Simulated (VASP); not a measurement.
## PbS: single point with B3LYP5

The system is PbS.

```
CELL_PARAMETERS angstrom
0.00000 2.92567 2.92567
2.92567 0.00000 2.92567
2.92567 2.92567 0.00000
ATOMIC_POSITIONS crystal
Pb 0.00000 0.00000 0.00000
S 0.50000 0.50000 0.50000
```

```
Program                            : VASP 6.6.1
Task                               : single point
Functional                         : B3LYP5
Potentials or basis                : VASP PAW PBE potentials, release 64 (Pb_d, S)
Cutoff                             : 520 eV
k mesh                             : 4 × 4 × 4
Occupations                        : fermi-dirac, width 0.05 eV
Spin                               : no spin polarisation
Dipole correction                  : no
Grid for exact exchange (PRECFOCK) : Normal
Further INCAR settings             : ALGO = Normal; EDIFF = 1e-07; NBANDS = 17
Share of exact exchange            : 0.2
```

| Item | Value |
| --- | --- |
| Pressure | 7.7 GPa |
| Band gap on the k mesh | 1.21 eV |

Levels at points of the mesh, in eV from the valence-band top:
| k point | band 8 | band 9 | band 10 | band 11 | band 12 | band 13 |
| --- | --- | --- | --- | --- | --- | --- |
| (0.00, 0.00, 0.00) | -2.75 | -2.75 | -2.75 | 6.45 | 6.45 | 6.45 |
| (0.50, 0.00, 0.00) | -2.28 | -2.28 | 0.00 | 1.21 | 2.79 | 2.79 |
| (0.50, 0.50, 0.00) | -6.13 | -4.17 | -4.17 | 4.89 | 7.00 | 7.04 |

It took 8.1 min on 1 thread of Intel(R) Xeon(R) Platinum 8375C CPU @ 2.90GHz (Ice Lake), on a shared host, peak memory 0.19 GiB.

Caveat: the k points lie up to 0.46 Å⁻¹ apart; the PAW data sets were made with another functional, which shifts forces and pressure a little; spin-orbit coupling is left out, which moves the levels of the heavy elements. A k mesh can miss the band edges.
